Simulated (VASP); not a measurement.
# NbRh (P4/mmm) in VASP: notebook

Runs on NbRh. Level: LDA. Tasks: single point, relaxation of cell and atoms.

All numbers are computed with VASP 6.6.1; they aren't measurements. Logs are shortened: lines on timing, memory, paths and dates and some standing lists are left out, and cuts for length are marked.

**1. The cell of the first run**

The structure is tetragonal, space group P4/mmm (No. 123). The conventional cell has a = 2.806 Å, b = 2.806 Å, c = 3.813 Å, α = 90.00°, β = 90.00°, γ = 90.00°. Within 3.6 Å of Nb (site symmetry 4/mmm) lie 8 Rh at 2.75 Å and 4 Nb at 2.81 Å. Rh (site symmetry 4/mmm) has 8 Nb at 2.75 Å and 4 Rh at 2.81 Å within 3.6 Å.

**2. Single point, LDA**

Contents of INCAR:

```
ALGO = Normal
EDIFF = 1E-7
ENCUT = 520
ISIF = 2
ISMEAR = 0
LASPH = T
LCHARG = F
LREAL = F
LWAVE = F
NBANDS = 21
NELM = 100
PREC = Accurate
SIGMA = 0.1
```

Contents of KPOINTS:

```
k-points
0
Gamma
  14 14 12
```

Contents of POSCAR:

```
NbRh
1.0
    2.8063471739      0.0000000000      0.0000000000
    0.0000000000      2.8063471739      0.0000000000
    0.0000000000      0.0000000000      3.8131205974
Nb Rh
1 1
Direct
    0.0000000000      0.0000000000      0.0000000000
    0.5000000000      0.5000000000      0.5000000000
```

Potentials or basis: VASP PAW LDA potentials, release 64 (Nb_sv, Rh_pv).

Run with:

```sh
$ cat potpaw_LDA.64/Nb_sv/POTCAR potpaw_LDA.64/Rh_pv/POTCAR > POTCAR
$ mpirun -np 1 vasp_std > vasp.out
```

OUTCAR:

```text
EDIFF = 1E-7
   ENCUT = 520
   ISIF = 2
   ISMEAR = 0
   LASPH = T
   LREAL = F
   NELM = 100
   PREC = Accurate

 ion  position               nearest neighbor table
   1  0.000  0.000  0.000-   2 2.75   2 2.75   2 2.75   2 2.75   2 2.75   2 2.75   2 2.75   2 2.75

   2  0.500  0.500  0.500-   1 2.75   1 2.75   1 2.75   1 2.75   1 2.75   1 2.75   1 2.75   1 2.75

  LATTYP: Found a simple tetragonal cell.
 ALAT       =     2.8063471739
 C/A-ratio  =     1.3587487082

  Lattice vectors:

 A1 = (   2.8063471739,   0.0000000000,   0.0000000000)
 A2 = (   0.0000000000,   2.8063471739,   0.0000000000)
 A3 = (   0.0000000000,   0.0000000000,   3.8131205974)

Analysis of symmetry for initial positions (statically):
=====================================================================
 Subroutine PRICEL returns:
 Original cell was already a primitive cell.

 Routine SETGRP: Setting up the symmetry group for a
 simple tetragonal supercell.

 Subroutine GETGRP returns: Found 16 space group operations
 (whereof 16 operations were pure point group operations)
 out of a pool of 16 trial point group operations.

The static configuration has the point symmetry D_4h.

Analysis of symmetry for dynamics (positions and initial velocities):
=====================================================================
 Subroutine PRICEL returns:
 Original cell was already a primitive cell.

 Routine SETGRP: Setting up the symmetry group for a
 simple tetragonal supercell.

 Subroutine GETGRP returns: Found 16 space group operations
 (whereof 16 operations were pure point group operations)
 out of a pool of 16 trial point group operations.

The dynamic configuration has the point symmetry D_4h.

 Subroutine INISYM returns: Found 16 space group operations
 (whereof 16 operations are pure point group operations),
 and found     1 'primitive' translations

----------------------------------------------------------------------------------------

                                     Primitive cell

  volume of cell :      30.0306

  direct lattice vectors                    reciprocal lattice vectors
     2.806347174  0.000000000  0.000000000     0.356335100  0.000000000  0.000000000
     0.000000000  2.806347174  0.000000000     0.000000000  0.356335100  0.000000000
     0.000000000  0.000000000  3.813120597     0.000000000  0.000000000  0.262252393

  length of vectors
     2.806347174  2.806347174  3.813120597     0.356335100  0.356335100  0.262252393

  position of ions in fractional coordinates (direct lattice)
     0.000000000  0.000000000  0.000000000
     0.500000000  0.500000000  0.500000000

  ion indices of the primitive-cell ions
   primitive index   ion index
                 1           1
                 2           2

----------------------------------------------------------------------------------------

 KPOINTS: k-points

Automatic generation of k-mesh.
 Grid dimensions read from file:
 generate k-points for:   14   14   12

 Generating k-lattice:

  Cartesian coordinates                     Fractional coordinates (reciprocal lattice)
     0.025452507  0.000000000  0.000000000     0.071428571  0.000000000  0.000000000
     0.000000000  0.025452507  0.000000000     0.000000000  0.071428571  0.000000000
     0.000000000  0.000000000  0.021854366     0.000000000  0.000000000  0.083333333

  Length of vectors
     0.025452507  0.025452507  0.021854366

  Shift w.r.t. Gamma in fractional coordinates (k-lattice)
     0.000000000  0.000000000  0.000000000

 Subroutine IBZKPT returns following result:
 ===========================================

 Found    252 irreducible k-points:

 Following reciprocal coordinates:
            Coordinates               Weight
  0.000000  0.000000  0.000000      1.000000
  0.071429  0.000000  0.000000      4.000000
  0.142857  0.000000  0.000000      4.000000
  0.214286  0.000000  0.000000      4.000000
  0.285714  0.000000  0.000000      4.000000
  0.357143  0.000000  0.000000      4.000000
[... 16 lines left out ...]
  0.285714  0.214286  0.000000      8.000000
  0.357143  0.214286  0.000000      8.000000
 [... further k-points ...]
   k-points           NKPTS =    252   k-points in BZ     NKDIM =    252   number of bands    NBANDS=     21
   number of dos      NEDOS =    301   number of ions     NIONS =      2
   total plane-waves  NPLWV =  16128
   dimension x,y,z NGX =    24 NGY =   24 NGZ =   28
   dimension x,y,z NGXF=    48 NGYF=   48 NGZF=   56
   ions per type =               1   1
   NGX,Y,Z   is equivalent  to a cutoff of  14.22, 14.22, 12.21 a.u.
   NGXF,Y,Z  is equivalent  to a cutoff of  28.43, 28.43, 24.42 a.u.
 SYSTEM =  unknown system
   PREC   = accura    normal or accurate (medium, high low for compatibility)
   ISTART =      0    job   : 0-new  1-cont  2-samecut
   ICHARG =      2    charge: 1-file 2-atom 10-const
   ISPIN  =      1    spin polarized calculation?
   LNONCOLLINEAR =      F non collinear calculations
   LSORBIT =      F    spin-orbit coupling
   LASPH  =      T    aspherical Exc in radial PAW
   ENCUT  =  520.0 eV  38.22 Ry    6.18 a.u.   5.22  5.22  7.09*2*pi/ulx,y,z
   NELM   =    100;   NELMIN=  2; NELMDL= -5     # of ELM steps
   EDIFF  = 0.1E-06   stopping-criterion for ELM
   LREAL  =      F    real-space projection
   EDIFFG = 0.1E-05   stopping-criterion for IOM
   NSW    =      0    number of steps for IOM
   IBRION =     -1    ionic relax: 0-MD 1-quasi-New 2-CG
   NFREE  =      0    steps in history (QN), initial steepest desc. (CG)
   ISIF   =      2    stress and relaxation
   ISYM   =      2    0-nonsym 1-usesym 2-fastsym
   POTIM  = 0.5000    time-step for ionic-motion
   TEBEG  =    0.0;   TEEND  =   0.0 temperature during run
   PSTRESS=    0.0 pullay stress
   NELECT =      28.0000    total number of electrons
   NUPDOWN=      -1.0000    fix difference up-down
   EMIN   =  10.00;   EMAX   =-10.00  energy-range for DOS
   EFERMI =   0.00;   METHOD = LEGACY
   ISMEAR =     0;   SIGMA  =   0.10  broadening in eV -4-tet -1-fermi 0-gaus
   EFERMI_NEDOS =   21; number of points for ismear=-14 and -15
   IALGO  =     38    algorithm
   IMIX   =      4    mixing-type and parameters
     AMIX     =   0.40;   BMIX     =  1.00
     AMIX_MAG =   1.60;   BMIX_MAG =  1.00
  volume/ion in A,a.u.               =      15.02       101.33
  Fermi-wavevector in a.u.,A,eV,Ry     =   1.599336  3.022307 34.802014  2.557876
  Thomas-Fermi vector in A             =   2.696645
   LORBIT       =      0    0 simple, 1 ext, 2 COOP (PROOUT), +10 PAW based schemes
   GGA     = CA    functional components
   LHFCALC =     F    Hartree Fock is set to
   AEXX    =    0.0000 exact exchange contribution
   IVDW    =     0    specifies the selected vdW correction
   LEPSILON=     F    determine dielectric tensor
   LRPA    =     F    only Hartree local field effects (RPA)
 non-spin polarized calculation
 Gauss-broadening in eV      SIGMA  =   0.10
  energy-cutoff  :      520.00
  volume of cell :       30.03
 maximum number of plane-waves:       830
 NGX is ok and might be reduce to    24
   NGX = 11   NGY = 11   NGZ = 15

 number of electron      28.0000003 magnetization

 Free energy of the ion-electron system (eV)
  ---------------------------------------------------
  ext. energy  EPLUGINS =         0.00000000
  ---------------------------------------------------
  free energy    TOTEN  =       -20.80184169 eV

  energy without entropy =      -20.79306511  energy(sigma->0) =      -20.79745340

 E-fermi :  12.3093     XC(G=0): -13.7509

 val. band max:       12.3001640018   @ k =   0.0714   0.0714   0.2500
 cond. band min:      12.3109470173   @ k =   0.3571   0.3571   0.2500
 fundamental gap:      0.0107830154
 Fermi energy:        12.3092508259

 k-point     1 :       0.0000    0.0000    0.0000
  band No.  band energies     occupation
      1     -42.2163      2.00000
      2     -34.0051      2.00000
      3     -33.7498      2.00000
      4     -33.7498      2.00000
      5     -18.4562      2.00000
      6     -17.8571      2.00000
[... 13 lines left out ...]
     20      24.6229      0.00000
     21      24.6229      0.00000

 k-point     2 :       0.0714    0.0000    0.0000
  band No.  band energies     occupation
      1     -42.2099      2.00000
      2     -34.0034      2.00000
      3     -33.7626      2.00000
      4     -33.7486      2.00000
      5     -18.4519      2.00000
      6     -17.9175      2.00000
[... 13 lines left out ...]
     20      24.1020      0.00000
     21      25.0017      0.00000

 k-point     3 :       0.1429    0.0000    0.0000
  band No.  band energies     occupation
      1     -42.1921      2.00000
      2     -33.9986      2.00000
      3     -33.7984      2.00000
      4     -33.7453      2.00000
      5     -18.4399      2.00000
      6     -18.0844      2.00000
[... 13 lines left out ...]
     20      22.9265      0.00000
     21      26.0058      0.00000

 k-point     4 :       0.2143    0.0000    0.0000
  band No.  band energies     occupation
      1     -42.1661      2.00000
      2     -33.9917      2.00000
      3     -33.8497      2.00000
      4     -33.7405      2.00000
      5     -18.4225      2.00000
      6     -18.3193      2.00000
[... 13 lines left out ...]
     20      21.6045      0.00000
     21      26.4953      0.00000

 k-point     5 :       0.2857    0.0000    0.0000
  band No.  band energies     occupation
      1     -42.1370      2.00000
      2     -33.9840      2.00000
      3     -33.9063      2.00000
      4     -33.7352      2.00000
      5     -18.5723      2.00000
      6     -18.4031      2.00000
[... 13 lines left out ...]
     20      22.9960      0.00000
     21      25.8808      0.00000
[... 382 lines left out ...]
     20      24.8950      0.00000
     21      27.5448      0.00000

 k-point    22 :       0.2143    0.2143    0.0000
  band No.  band energies     occupation
      1     -42.1152      2.00000
      2     -33.9793      2.00000
      3     -33.8426      2.00000
      4     -33.8402      2.00000
      5     -18.3804      2.00000
      6     -18.2897      2.00000
[... 13 lines left out ...]
     20      22.9585      0.00000
     21      24.0338      0.00000

 k-point    23 :       0.2857    0.2143    0.0000
  band No.  band energies     occupation
      1     -42.0858      2.00000
      2     -33.9722      2.00000
      3     -33.8985      2.00000
      4     -33.8366      2.00000
      5     -18.5141      2.00000
      6     -18.3561      2.00000
[... 13 lines left out ...]
     20      23.7354      0.00000
     21      24.5314      0.00000

 k-point    24 :       0.3571    0.2143    0.0000
  band No.  band energies     occupation
      1     -42.0591      2.00000
      2     -33.9657      2.00000
      3     -33.9496      2.00000
      4     -33.8323      2.00000
      5     -18.7278      2.00000
      6     -18.3342      2.00000
[... 13 lines left out ...]
     20      24.8209      0.00000
     21      24.9275      0.00000

 [... further k-points ...]
[... 5 lines left out ...]
  --------------------------------------------------------------------------------------
  -------------------------------------------------------------------------------------
  Total        0.0554701      0.0554701      0.0679428      0.0000000     -0.0000000      0.0000000
  in kB        2.9594159      2.9594159      3.6248554      0.0000000     -0.0000000      0.0000000
  external PRESSURE =       3.1812291 kB  Pullay stress =       0.0000000 kB

 VOLUME and BASIS-vectors are now :
 -----------------------------------------------------------------------------
  energy-cutoff  :      520.00
  volume of cell :       30.03
      direct lattice vectors                 reciprocal lattice vectors
     2.806347174  0.000000000  0.000000000     0.356335100  0.000000000  0.000000000
     0.000000000  2.806347174  0.000000000     0.000000000  0.356335100  0.000000000
     0.000000000  0.000000000  3.813120597     0.000000000  0.000000000  0.262252393

 POSITION                                       TOTAL-FORCE (eV/Angst)
 -----------------------------------------------------------------------------------
      0.00000      0.00000      0.00000         0.000000      0.000000      0.000000
      1.40317      1.40317      1.90656         0.000000      0.000000      0.000000
 -----------------------------------------------------------------------------------
    total drift:                                0.000000      0.000000     -0.000000

  FREE ENERGIE OF THE ION-ELECTRON SYSTEM (eV)
  ---------------------------------------------------
  free  energy   TOTEN  =       -20.8018416861 eV

  energy  without entropy=      -20.7930651099  energy(sigma->0) =      -20.79745340
```

Run time: 75 s. Hardware: 1 thread of AMD EPYC 9R45 (Zen 5), shared host; peak memory 0.23 GiB.

Results:

```
Free energy            : -20.8018 eV
Pressure               : 0.3 GPa
Band gap on the k mesh : zero (band 14 reaches 15.90 eV, above the bottom of band 15 at 10.88 eV)
```

Levels at points of the mesh, in eV from the Fermi level:
| k point | band 12 | band 13 | band 14 | band 15 | band 16 | band 17 |
| --- | --- | --- | --- | --- | --- | --- |
| (0.00, 0.00, 0.00) | -2.31 | -1.07 | -0.62 | 1.15 | 4.32 | 4.32 |
| (0.50, 0.00, 0.00) | -1.83 | -1.74 | -1.53 | -1.31 | 1.27 | 2.79 |
| (0.50, 0.50, 0.00) | 0.65 | 1.45 | 3.59 | 3.59 | 3.79 | 3.79 |
| (0.00, 0.00, 0.50) | -1.59 | -1.54 | -1.54 | -0.45 | 1.16 | 2.02 |
| (0.50, 0.00, 0.50) | -2.40 | -0.54 | 1.13 | 1.14 | 1.77 | 3.25 |
| (0.50, 0.50, 0.50) | -1.98 | -1.98 | -1.39 | 0.65 | 2.73 | 6.37 |

**3. Relaxation of cell and atoms, LDA**

This run uses another cell than the first one, of 15.88 Å³/atom, 1.057 times its volume.

Contents of INCAR:

```
SYSTEM = NbRh
ALGO     = Normal         ! electronic algorithm
EDIFF    = 1E-6           ! SCF threshold, eV
EDIFFG   = -0.005         ! ionic threshold
ENCUT    = 600            ! plane-wave cutoff, eV
GGA      = CA             ! functional
IBRION   = 2              ! ionic algorithm
ISIF     = 3              ! what is computed and relaxed
ISMEAR   = 0              ! smearing method
LASPH    = .TRUE.         ! aspherical terms in the spheres
LCHARG   = .FALSE.        ! write CHGCAR
LREAL    = .FALSE.        ! projectors in reciprocal space
LWAVE    = .FALSE.        ! write WAVECAR
NELM     = 100            ! most SCF steps
NSW      = 70             ! ionic steps
PREC     = Accurate       ! precision mode
SIGMA    = 0.1            ! smearing width, eV
```

Contents of KPOINTS:

```
k-points
0
G
  14 14 12
  0 0 0
```

Contents of POSCAR:

```
NbRh
1.0
    2.8630154157      0.0000000000      0.0000000000
    0.0000000000      2.8630154157      0.0000000000
    0.0000000000      0.0000000000      3.8735867308
Nb Rh
1 1
Direct
    0.0000000000      0.0000000000      0.0000000000
    0.5000000000      0.5000000000      0.5000000000
```

Potentials or basis: VASP PAW LDA potentials, release 64 (Nb_sv, Rh_pv).

Run with:

```sh
$ cat potpaw_LDA.64/Nb_sv/POTCAR potpaw_LDA.64/Rh_pv/POTCAR > POTCAR
$ mpirun -np 1 vasp_std > vasp.out
```

Wall time 6.9 min (1 thread of AMD EPYC 9R45 (Zen 5), shared host); peak memory 0.27 GiB.

The run converged. Its results:

| Quantity | Value |
| --- | --- |
| Free energy | -20.8032 eV |
| Relaxed volume | 15.03 Å³/atom |
| Relaxed cell | a = 2.807 Å, b = 2.807 Å, c = 3.815 Å, α = 90.00°, β = 90.00°, γ = 90.00° |
| Space group after relaxing (to 0.05 Å) | P4/mmm (No. 123) |
| Energy gained by relaxing | 34.3 meV/atom |
| Ionic steps | 9 |
| Pressure after relaxing | 0.0 GPa |
| Band gap on the k mesh | zero (band 14 reaches 15.88 eV, above the bottom of band 15 at 10.87 eV) |

The path:
```
step  energy change (eV)  largest force (eV/Å)  pressure (GPa)  volume (Å³)
   1              0.0000                0.0000          -12.39        31.75
   2              0.3775                0.0000           44.06        26.44
   3             -0.0682                0.0000           -0.71        30.15
   4             -0.0684                0.0000           -0.09        30.08
   5             -0.0683                0.0000            0.19        30.05
   6             -0.0685                0.0000           -0.41        30.12
   7             -0.0685                0.0000           -0.33        30.10
   8             -0.0686                0.0000            0.20        30.04
   9             -0.0686                0.0000            0.04        30.06
```

Final structure:
```xyz
2
Lattice="2.8072 0.0000 0.0000 0.0000 2.8072 0.0000 0.0000 0.0000 3.8149" Properties=species:S:1:pos:R:3 pbc="T T T"
Nb    0.0000    0.0000    3.8149
Rh    1.4036    1.4036    1.9075
```

Levels at points of the mesh, in eV from the Fermi level:
```
           k point  band 12  band 13  band 14  band 15  band 16  band 17
(0.00, 0.00, 0.00)    -2.31    -1.07    -0.61     1.15     4.32     4.32
(0.50, 0.00, 0.00)    -1.83    -1.74    -1.52    -1.31     1.27     2.79
(0.50, 0.50, 0.00)     0.65     1.45     3.58     3.58     3.79     3.79
(0.00, 0.00, 0.50)    -1.59    -1.54    -1.54    -0.45     1.16     2.02
(0.50, 0.00, 0.50)    -2.40    -0.54     1.13     1.14     1.76     3.25
(0.50, 0.50, 0.50)    -1.97    -1.97    -1.39     0.65     2.72     6.36
```
